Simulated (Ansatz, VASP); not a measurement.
## Al2InN3 in VASP and in Ansatz

```
Al In N
1.0
     2.80982    0.00000    0.00000
     0.00000    3.99232    0.00000
     0.00000    0.00000    7.48474
Al In N
2 1 3
Direct
  0.00000 0.50000 0.83836
  0.00000 0.50000 0.16164
  0.50000 0.50000 0.50000
  0.50000 0.71352 0.00000
  0.50000 0.28648 0.00000
  0.00000 0.00000 0.50000
```

Alike in both runs: functional PBE; k mesh 14 × 10 × 6; occupations gaussian, width 0.1 eV; no spin polarisation.

Ansatz relaxed the structure, and its values are those at the end. VASP's run is a single point on that final structure, the one shown.

|  | VASP | Ansatz |
| --- | --- | --- |
| version | VASP 6.6.1 | Ansatz 0.2.0 |
| potentials or method | VASP PAW PBE potentials, release 64 (Al, In_d, N), cutoff 520 eV | scalar-relativistic, plane waves, PAW |
| valence electrons in the cell | 34 | 34 |

VASP gave:

```
gap on the k mesh at the Fermi level (eV) : none
pressure (GPa)                            : 0.0
rms of the force components (eV/Å)        : 0.011
```

Q: What did Ansatz give for the same quantities?

A: gap on the k mesh at the Fermi level (eV): none; pressure (GPa): 0.0; rms of the force components (eV/Å): 0.001.

A gap of «none» marks a metal or a gap that the smearing closes.
